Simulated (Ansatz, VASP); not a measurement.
One calculation of Ge, two programs

INCAR

```
PREC = Accurate ; ENCUT = 520
EDIFF = 1E-7 ; ISMEAR = 0
SIGMA = 0.15 ; LREAL = False
LASPH = True ; NELM = 100
ALGO = Fast ; ISIF = 2
LWAVE = False ; LCHARG = False
GGA = PS ; NBANDS = 66
```

Contents of KPOINTS:

```
Automatic mesh
0
Gamma
  8 8 8
```

Contents of POSCAR:

```
Ge
1.0
   -3.4696630977      3.4696630977      3.4696630977
    3.4696630977     -3.4696630977      3.4696630977
    3.4696630977      3.4696630977     -3.4696630977
Ge
8
Direct
    0.5000000000      0.0000000000      0.7891825284
    0.7958385091      0.5000000000      0.0000000000
    0.0000000000      0.7958385091      0.5000000000
    0.7041614909      0.7041614909      0.7041614909
    0.5000000000      0.0000000000      0.2041614909
    0.2041614909      0.5000000000      0.0000000000
    0.0000000000      0.2041614909      0.5000000000
    0.2958385091      0.2958385091      0.2958385091
```

Input for Ansatz:

```yaml
crystal:
  lattice:
    - [-3.469663098, 3.469663098, 3.469663098]
    - [3.469663098, -3.469663098, 3.469663098]
    - [3.469663098, 3.469663098, -3.469663098]
  atoms:
    - { symbol: Ge, position: [0.5, 0.0, 0.7891825286] }
    - { symbol: Ge, position: [0.7958385093, 0.5, 0.0] }
    - { symbol: Ge, position: [0.0, 0.7958385093, 0.5] }
    - { symbol: Ge, position: [0.7041614907, 0.7041614907, 0.7041614907] }
    - { symbol: Ge, position: [0.5, 0.0, 0.2041614907] }
    - { symbol: Ge, position: [0.2041614907, 0.5, 0.0] }
    - { symbol: Ge, position: [0.0, 0.2041614907, 0.5] }
    - { symbol: Ge, position: [0.2958385093, 0.2958385093, 0.2958385093] }
basis:
  ecutwfc: 420
kpoints:
  mp_grid: { grid: [8, 8, 8] }
hamiltonian:
  xc: pbesol
scf:
  occupations: { method: gaussian, width: 0.15 }
output:
  forces: true
  stress: true
  eigenvalues: true
```

Alike in both runs: task single point; functional PBEsol; k mesh 8 × 8 × 8; occupations gaussian, width 0.15 eV; no spin polarisation.

|  | VASP | Ansatz |
| --- | --- | --- |
| version | VASP 6.6.1 | Ansatz 0.2.0 |
| potentials or method | VASP PAW PBE potentials, release 64 (Ge_d), cutoff 520 eV | scalar-relativistic, plane waves, PAW |
| valence electrons in the cell | 112 | 112 |

|  | VASP | Ansatz | Ansatz less VASP |
| --- | --- | --- | --- |
| gap on the k mesh at the Fermi level (eV) | none | none | - |
| pressure (GPa) | -0.1 | -0.1 | +0.02 |
| traceless stress, the component that is largest in VASP (GPa) | -0.22 | -0.22 | -0.001 |
| rms of the force components (eV/Å) | 0.069 | 0.068 | -0.0006 |

VASP's potentials were made for PBE, not for PBEsol. Atom by atom the forces differ by 0.001 eV/Å (rms over components). A gap of «none» marks a metal or a gap that the smearing closes.
